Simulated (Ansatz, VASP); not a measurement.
**One calculation of InBAs2, two programs**

Contents of INCAR:

```
SYSTEM = InBAs2
PREC = Accurate
ENCUT = 520
EDIFF = 1E-6
ISMEAR = -1
SIGMA = 0.02
LREAL = .False.
LASPH = .True.
NELM = 60
ALGO = Normal
ISIF = 2
LWAVE = .False.
LCHARG = .False.
GGA = PE
NBANDS = 21
```

File KPOINTS:

```
regular mesh
0
Gamma
  6 6 4
  0 0 0
```

The input POSCAR:

```
InBAs2
1.0
    3.7073785546      0.0000000000      0.0000000000
    0.0000000000      3.7073785546      0.0000000000
    0.0000000000      0.0000000000      5.7049574727
B As In
1 2 1
Direct
    0.0000000000      0.0000000000      0.0000000000
    0.0000000000      0.5000000000      0.1923229665
    0.5000000000      0.0000000000      0.8076770335
    0.5000000000      0.5000000000      0.5000000000
```

Input for Ansatz:

```yaml
crystal:
  lattice:
    - [3.7073785546, 0.0, 0.0]
    - [0.0, 3.7073785546, 0.0]
    - [0.0, 0.0, 5.7049574727]
  atoms:
    - { symbol: B, position: [0.0, 0.0, 0.0] }
    - { symbol: As, position: [0.0, 0.5, 0.1923229665] }
    - { symbol: In, position: [0.5, 0.5, 0.5] }
    - { symbol: As, position: [0.5, 0.0, 0.8076770335] }
kpoints:
  mp_grid: { grid: [6, 6, 4] }
hamiltonian:
  xc: pbe
scf:
  occupations: { method: fermi_dirac, width: 0.02 }
  n_extra_bands: 5
output:
  forces: true
  stress: true
  eigenvalues: true
```

Alike in both runs: task single point; functional PBE; k mesh 6 × 6 × 4; occupations fermi-dirac, width 0.02 eV; no spin polarisation.

```csv
,VASP,Ansatz
version,VASP 6.6.1,Ansatz 0.2.0
potentials or method,"VASP PAW PBE potentials, release 64 (B, As, In_d)","plane waves, PAW"
plane-wave cutoff (eV),520,420
valence electrons in the cell,26,46
```

```csv
,VASP,Ansatz,Ansatz less VASP
pressure (GPa),5.5,5.3,-0.21
rms of the force components (eV/Å),0.036,0.043,+0.0070
```

With one functional, cell and mesh, what is left measures potentials, basis and numerics. VASP's potentials hold 26 valence electrons a cell and Ansatz's 46, so a difference there can come from the potentials and not from the codes.
